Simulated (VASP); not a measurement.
# Sb: single point with PBE

Sb:

```xyz
1
Lattice="2.1968 -2.2009 0.0000 2.1968 2.2009 0.0000 0.0000 0.0000 3.1096" Properties=species:S:1:pos:R:3 pbc="T T T"
Sb    0.0000    0.0000    1.5548
```

| Property | Result |
| --- | --- |
| Program | VASP 6.6.1 |
| Task | single point |
| Functional | PBE |
| Potentials or basis | VASP PAW PBE potentials, release 64 (Sb) |
| Cutoff | 520 eV |
| k mesh | 18 × 18 × 18 |
| Occupations | gaussian, width 0.1 eV |
| Spin | no spin polarisation |

- Pressure: 0.0 GPa

Levels at points of the mesh, in eV from the Fermi level:
| k point | band 1 | band 2 | band 3 | band 4 | band 5 | band 6 | band 7 | band 8 |
| --- | --- | --- | --- | --- | --- | --- | --- | --- |
| (0.00, 0.00, 0.00) | -12.36 | 3.21 | 3.22 | 3.22 | 6.88 | 6.88 | 8.18 | 17.56 |
| (0.50, 0.00, 0.00) | -9.97 | -5.55 | 5.20 | 5.20 | 8.95 | 10.55 | 11.38 | 11.39 |
| (0.50, 0.50, 0.00) | -7.43 | -3.54 | -3.52 | 2.18 | 7.21 | 12.74 | 13.19 | 13.21 |
| (0.00, 0.00, 0.50) | -9.97 | -5.55 | 5.19 | 5.20 | 8.95 | 10.55 | 11.38 | 11.39 |
| (0.50, 0.00, 0.50) | -7.43 | -3.53 | -3.53 | 2.18 | 7.21 | 12.74 | 13.20 | 13.21 |
| (0.50, 0.50, 0.50) | -4.61 | -1.64 | -1.63 | -1.62 | 4.80 | 4.81 | 4.83 | 6.94 |

It took 80 s on 1 thread of Intel(R) Xeon(R) Platinum 8259CL CPU @ 2.50GHz (Skylake/Cascade Lake), on a shared host, peak memory 0.32 GiB.

Caveat: spin-orbit coupling is left out, which moves the levels of the heavy elements.
